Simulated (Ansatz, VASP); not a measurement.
**Two plane-wave programs on Ge**

```
Ge
1.0
     4.10061    0.00000    0.00000
    -2.05030    3.55123    0.00000
     0.00000    0.00000    3.30154
Ge
2
Direct
  0.66667 0.33333 0.14835
  0.33333 0.66667 0.85165
```

Alike in both runs: task relaxation of cell and atoms; functional PBE; dispersion D3(BJ); k mesh 15 × 15 × 16; occupations gaussian, width 0.1 eV; no spin polarisation.

|  | VASP | Ansatz |
| --- | --- | --- |
| version | VASP 6.6.1 | Ansatz 0.2.0 |
| potentials or method | VASP PAW PBE potentials, release 64 (Ge_d), cutoff 600 eV | scalar-relativistic, plane waves, PAW |
| valence electrons in the cell | 28 | 28 |

|  | VASP | Ansatz | Ansatz less VASP |
| --- | --- | --- | --- |
| gap on the k mesh at the Fermi level, each at its own relaxed structure (eV) | none | none | - |
| relaxed volume (Å³/atom) | 24.09 | 24.10 | +0.016 |
| relaxed length of the cell vector where the two differ most in proportion (Å) | 4.089 | 4.090 | +0.0019 |

A gap of «none» marks a metal or a gap that the smearing closes. Ansatz's warnings: dispersion switch in reach, relaxed geometry near dispersion switch.
